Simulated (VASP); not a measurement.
Input of a VASP 6.6.1 run:

Contents of INCAR:

```
SYSTEM = CdBi3O
PREC = Accurate
ENCUT = 600
EDIFF = 1E-7
ISMEAR = 0
SIGMA = 0.1
LREAL = .FALSE.
LASPH = .TRUE.
NELM = 120
ALGO = Normal
ISIF = 3
LWAVE = .FALSE.
LCHARG = .FALSE.
GGA = PE
IBRION = 2
NSW = 100
EDIFFG = -0.01
GGA_COMPAT = .FALSE.
NELMIN = 4
```

KPOINTS

```
Automatic mesh
0
G
  8 8 8
  0 0 0
```

File POSCAR:

```
CdBi3O
1.0
    5.0044951392      0.0000000000      0.0000000000
    0.0000000000      5.0044951392      0.0000000000
    0.0000000000      0.0000000000      5.0044951392
Cd Bi O
1 3 1
Direct
    0.5000000000      0.5000000000      0.5000000000
    0.5000000000      0.0000000000      0.0000000000
    0.0000000000      0.5000000000      0.0000000000
    0.0000000000      0.0000000000      0.5000000000
    0.0000000000      0.0000000000      0.0000000000
```

Potentials or basis: VASP PAW PBE potentials, release 64 (Cd, Bi_d, O).

The run is started by

```bash
$ cat potpaw_PBE.64/Cd/POTCAR potpaw_PBE.64/Bi_d/POTCAR potpaw_PBE.64/O/POTCAR > POTCAR
$ mpirun -np 1 vasp_std > vasp.out
```

(1) Predict the relaxed volume.

(2) Estimate the relaxed cell.

(3) Predict the space group after relaxing (to 0.1 Å).

(4) Estimate the band gap on the k mesh.

Results:

(1) 25.34 Å³/atom.

(2) a = 5.022 Å, b = 5.022 Å, c = 5.022 Å, α = 90.00°, β = 90.00°, γ = 90.00°.

(3) Pm-3m (No. 221).

(4) zero (an odd number of electrons rules out a gap without spin polarisation).

Caveat: spin-orbit coupling is left out, which moves the levels of the heavy elements.
